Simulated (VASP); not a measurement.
# Si (P6/mmm) in VASP: a series of runs, part 2 of 2

VASP 6.6.1.

### Step 5. Single point, LDA (strain +0.050 along x and y, +0.000 along z)

The input, INCAR:

```
SYSTEM = Si
ALGO = Normal ; EDIFF = 1E-7
ENCUT = 520 ; ISIF = 2
ISMEAR = 0 ; LASPH = .TRUE.
LCHARG = .FALSE. ; LREAL = .FALSE.
LWAVE = .FALSE. ; NBANDS = 8
NELM = 100 ; PREC = Accurate
SIGMA = 0.15
```

The input, KPOINTS:

```
k-points
0
G
  21 21 20
  0 0 0
```

The input, POSCAR:

```
Si
1.0
    2.7515699556      0.0000000000      0.0000000000
   -1.3757849778      2.3829294819      0.0000000000
    0.0000000000      0.0000000000      2.4663543900
Si
1
Direct
    0.0000000000      0.0000000000      0.0000000000
```

Potentials or basis: VASP PAW LDA potentials, release 64 (Si).

Command:

```console
cat potpaw_LDA.64/Si/POTCAR > POTCAR
mpirun -np 1 vasp_std > vasp.out
```

OUTCAR:

```text
SYSTEM = Si
   EDIFF = 1E-7
   ENCUT = 520
   ISIF = 2
   ISMEAR = 0
   LASPH = .TRUE.
   LREAL = .FALSE.
   NELM = 100
   PREC = Accurate

 ion  position               nearest neighbor table
   1  0.000  0.000  0.000-

  LATTYP: Found a hexagonal cell.
 ALAT       =     2.7515699556
 C/A-ratio  =     0.8963444251

  Lattice vectors:

 A1 = (   2.7515699556,   0.0000000000,   0.0000000000)
 A2 = (  -1.3757849778,   2.3829294819,   0.0000000000)
 A3 = (   0.0000000000,   0.0000000000,   2.4663543900)

Analysis of symmetry for initial positions (statically):
=====================================================================
 Subroutine PRICEL returns:
 Original cell was already a primitive cell.

 Routine SETGRP: Setting up the symmetry group for a
 hexagonal supercell.

 Subroutine GETGRP returns: Found 24 space group operations
 (whereof 24 operations were pure point group operations)
 out of a pool of 24 trial point group operations.

The static configuration has the point symmetry D_6h.

Analysis of symmetry for dynamics (positions and initial velocities):
=====================================================================
 Subroutine PRICEL returns:
 Original cell was already a primitive cell.

 Routine SETGRP: Setting up the symmetry group for a
 hexagonal supercell.

 Subroutine GETGRP returns: Found 24 space group operations
 (whereof 24 operations were pure point group operations)
 out of a pool of 24 trial point group operations.

The dynamic configuration has the point symmetry D_6h.

 Subroutine INISYM returns: Found 24 space group operations
 (whereof 24 operations are pure point group operations),
 and found     1 'primitive' translations

----------------------------------------------------------------------------------------

                                     Primitive cell

  volume of cell :      16.1714

  direct lattice vectors                    reciprocal lattice vectors
     2.751569956  0.000000000  0.000000000     0.363428885  0.209825764  0.000000000
    -1.375784978  2.382929482  0.000000000     0.000000000  0.419651529  0.000000000
     0.000000000  0.000000000  2.466354390     0.000000000  0.000000000  0.405456736

  length of vectors
     2.751569956  2.751569956  2.466354390     0.419651529  0.419651529  0.405456736

  position of ions in fractional coordinates (direct lattice)
     0.000000000  0.000000000  0.000000000

  ion indices of the primitive-cell ions
   primitive index   ion index
                 1           1

----------------------------------------------------------------------------------------

 KPOINTS: k-points

Automatic generation of k-mesh.
 Grid dimensions read from file:
 generate k-points for:   21   21   20

 Generating k-lattice:

  Cartesian coordinates                     Fractional coordinates (reciprocal lattice)
     0.017306137  0.009991703  0.000000000     0.047619048 -0.000000000  0.000000000
     0.000000000  0.019983406  0.000000000     0.000000000  0.047619048  0.000000000
     0.000000000  0.000000000  0.020272837     0.000000000  0.000000000  0.050000000

  Length of vectors
     0.019983406  0.019983406  0.020272837

  Shift w.r.t. Gamma in fractional coordinates (k-lattice)
     0.000000000  0.000000000  0.000000000

 Subroutine IBZKPT returns following result:
 ===========================================

 Found    528 irreducible k-points:

 Following reciprocal coordinates:
            Coordinates               Weight
  0.000000  0.000000  0.000000      1.000000
  0.047619 -0.000000  0.000000      6.000000
  0.095238  0.000000  0.000000      6.000000
  0.142857 -0.000000  0.000000      6.000000
  0.190476  0.000000  0.000000      6.000000
  0.238095 -0.000000  0.000000      6.000000
[... 16 lines left out ...]
  0.142857  0.095238  0.000000     12.000000
  0.190476  0.095238  0.000000     12.000000
 [... further k-points ...]
   k-points           NKPTS =    528   k-points in BZ     NKDIM =    528   number of bands    NBANDS=      8
   number of dos      NEDOS =    301   number of ions     NIONS =      1
   total plane-waves  NPLWV =   7200
   dimension x,y,z NGX =    20 NGY =   20 NGZ =   18
   dimension x,y,z NGXF=    40 NGYF=   40 NGZF=   36
   ions per type =               1
   NGX,Y,Z   is equivalent  to a cutoff of  12.08, 12.08, 12.13 a.u.
   NGXF,Y,Z  is equivalent  to a cutoff of  24.17, 24.17, 24.27 a.u.
 SYSTEM =  Si
   PREC   = accura    normal or accurate (medium, high low for compatibility)
   ISTART =      0    job   : 0-new  1-cont  2-samecut
   ICHARG =      2    charge: 1-file 2-atom 10-const
   ISPIN  =      1    spin polarized calculation?
   LNONCOLLINEAR =      F non collinear calculations
   LSORBIT =      F    spin-orbit coupling
   LASPH  =      T    aspherical Exc in radial PAW
   ENCUT  =  520.0 eV  38.22 Ry    6.18 a.u.   5.12  5.12  4.59*2*pi/ulx,y,z
   NELM   =    100;   NELMIN=  2; NELMDL= -5     # of ELM steps
   EDIFF  = 0.1E-06   stopping-criterion for ELM
   LREAL  =      F    real-space projection
   EDIFFG = 0.1E-05   stopping-criterion for IOM
   NSW    =      0    number of steps for IOM
   IBRION =     -1    ionic relax: 0-MD 1-quasi-New 2-CG
   NFREE  =      0    steps in history (QN), initial steepest desc. (CG)
   ISIF   =      2    stress and relaxation
   ISYM   =      2    0-nonsym 1-usesym 2-fastsym
   POTIM  = 0.5000    time-step for ionic-motion
   TEBEG  =    0.0;   TEEND  =   0.0 temperature during run
   PSTRESS=    0.0 pullay stress
   NELECT =       4.0000    total number of electrons
   NUPDOWN=      -1.0000    fix difference up-down
   EMIN   =  10.00;   EMAX   =-10.00  energy-range for DOS
   EFERMI =   0.00;   METHOD = LEGACY
   ISMEAR =     0;   SIGMA  =   0.15  broadening in eV -4-tet -1-fermi 0-gaus
   EFERMI_NEDOS =   21; number of points for ismear=-14 and -15
   IALGO  =     38    algorithm
   IMIX   =      4    mixing-type and parameters
     AMIX     =   0.40;   BMIX     =  1.00
     AMIX_MAG =   1.60;   BMIX_MAG =  1.00
  volume/ion in A,a.u.               =      16.17       109.13
  Fermi-wavevector in a.u.,A,eV,Ry     =   1.027651  1.941979 14.368665  1.056067
  Thomas-Fermi vector in A             =   2.161607
   LORBIT       =      0    0 simple, 1 ext, 2 COOP (PROOUT), +10 PAW based schemes
   GGA     = CA    functional components
   LHFCALC =     F    Hartree Fock is set to
   AEXX    =    0.0000 exact exchange contribution
   IVDW    =     0    specifies the selected vdW correction
   LEPSILON=     F    determine dielectric tensor
   LRPA    =     F    only Hartree local field effects (RPA)
 non-spin polarized calculation
 Gauss-broadening in eV      SIGMA  =   0.15
  energy-cutoff  :      520.00
  volume of cell :       16.17
 maximum number of plane-waves:       453
   NGX = 11   NGY = 11   NGZ =  9

 number of electron       4.0000000 magnetization

 Free energy of the ion-electron system (eV)
  ---------------------------------------------------
  ext. energy  EPLUGINS =         0.00000000
  ---------------------------------------------------
  free energy    TOTEN  =        -5.68019498 eV

  energy without entropy =       -5.67564442  energy(sigma->0) =       -5.67791970

 E-fermi :   8.4593     XC(G=0): -10.7618

 val. band max:        8.4364884236   @ k =   0.3333   0.1905   0.2000
 cond. band min:       8.4661634095   @ k =   0.1429  -0.0000   0.2500
 fundamental gap:      0.0296749858
 Fermi energy:         8.4593491788

 k-point     1 :       0.0000    0.0000    0.0000
  band No.  band energies     occupation
      1      -4.8188      2.00000
      2      16.2538      0.00000
      3      16.8152      0.00000
      4      16.8152      0.00000
      5      17.1284      0.00000
      6      19.8388      0.00000
      7      19.8388      0.00000
      8      24.9998      0.00000

 k-point     2 :       0.0476   -0.0000    0.0000
  band No.  band energies     occupation
      1      -4.7617      2.00000
      2      15.4456      0.00000
      3      16.5215      0.00000
      4      17.1751      0.00000
      5      17.1798      0.00000
      6      19.7204      0.00000
      7      20.2331      0.00000
      8      25.6073      0.00000
[... 221 lines left out ...]
 k-point    23 :       0.1429    0.0952    0.0000
  band No.  band energies     occupation
      1      -3.7380      2.00000
      2      10.8713      0.00000
      3      12.6738      0.00000
      4      18.0075      0.00000
      5      18.2015      0.00000
      6      20.2130      0.00000
      7      23.3130      0.00000
      8      29.0702      0.00000

 k-point    24 :       0.1905    0.0952    0.0000
  band No.  band energies     occupation
      1      -3.2298      2.00000
      2       9.3614      0.00000
      3      11.9300      0.00000
      4      18.0124      0.00000
      5      18.4152      0.00000
      6      20.8498      0.00000
      7      24.4066      0.00000
      8      29.1658      0.00000

 [... further k-points ...]
[... 5 lines left out ...]
  --------------------------------------------------------------------------------------
  -------------------------------------------------------------------------------------
  Total       -1.1322714     -1.1322714     -0.4667101      0.0000000     -0.0000000      0.0000000
  in kB     -112.1795989   -112.1795989    -46.2392232      0.0000000     -0.0000000      0.0000000
  external PRESSURE =     -90.1994737 kB  Pullay stress =       0.0000000 kB

 VOLUME and BASIS-vectors are now :
 -----------------------------------------------------------------------------
  energy-cutoff  :      520.00
  volume of cell :       16.17
      direct lattice vectors                 reciprocal lattice vectors
     2.751569956  0.000000000  0.000000000     0.363428885  0.209825764  0.000000000
    -1.375784978  2.382929482  0.000000000     0.000000000  0.419651529  0.000000000
     0.000000000  0.000000000  2.466354390     0.000000000  0.000000000  0.405456736

 POSITION                                       TOTAL-FORCE (eV/Angst)
 -----------------------------------------------------------------------------------
      0.00000      0.00000      0.00000         0.000000      0.000000      0.000000
 -----------------------------------------------------------------------------------
    total drift:                                0.000000      0.000000      0.000000

  FREE ENERGIE OF THE ION-ELECTRON SYSTEM (eV)
  ---------------------------------------------------
  free  energy   TOTEN  =        -5.6801949781 eV

  energy  without entropy=       -5.6756444198  energy(sigma->0) =       -5.67791970
```

stdout:

```text
POSCAR found type information on POSCAR Si
 POSCAR found :  1 types and       1 ions
 scaLAPACK will be used
 LDA part: xc-table for (Slater(with rela. corr.)+CA(PZ))
 , standard interpolation
 POSCAR, INCAR and KPOINTS ok, starting setup
 FFT: planning ... GRIDC
 FFT: planning ... GRID_SOFT
 FFT: planning ... GRID
 WAVECAR not read
 entering main loop
```

Run time: 23 s. Hardware: 1 thread of Intel Xeon 6975P-C (Granite Rapids), shared host; peak memory 0.16 GiB.

Results:

* Free energy: -5.6802 eV
* Pressure: -9.0 GPa
* Band gap on the k mesh: zero (band 2 reaches 16.25 eV, above the bottom of band 3 at 4.24 eV)

Stress tensor (GPa, compression positive):
```
-11.22   0.00   0.00
  0.00 -11.22   0.00
  0.00   0.00  -4.62
```

Levels at points of the mesh, in eV from the Fermi level:
| k point | band 1 | band 2 | band 3 | band 4 | band 5 | band 6 |
| --- | --- | --- | --- | --- | --- | --- |
| (0.00, 0.00, 0.00) | -13.28 | 7.79 | 8.36 | 8.36 | 8.67 | 11.38 |
| (0.00, 0.00, 0.50) | -8.27 | -6.53 | 11.90 | 11.90 | 14.35 | 14.35 |

Caveat: the cell differs from its parent crystal (strain +0.050 along x and y, +0.000 along z).

### Step 6. The runs side by side

| cell | gap on the mesh (eV) | pressure (GPa) |
| --- | --- | --- |
| a = 2.686, b = 2.686, c = 2.466 Å, angles 90.0, 90.0, 120.0°, 1 atom | none | -5.5 |
| a = 2.752, b = 2.752, c = 2.405 Å, angles 90.0, 90.0, 120.0°, 1 atom | none | -6.3 |
| a = 2.686, b = 2.686, c = 2.528 Å, angles 90.0, 90.0, 120.0°, 1 atom | none | -7.8 |
| a = 2.752, b = 2.752, c = 2.466 Å, angles 90.0, 90.0, 120.0°, 1 atom | none | -9.0 |

Alike in all rows: task single point; level LDA; potentials or basis VASP PAW LDA potentials, release 64 (Si); no spin polarisation; k mesh 21 × 21 × 20; cutoff (eV) 520; smearing gaussian 0.15 eV.

Absolute energies hang on the potentials; compare differences alone.
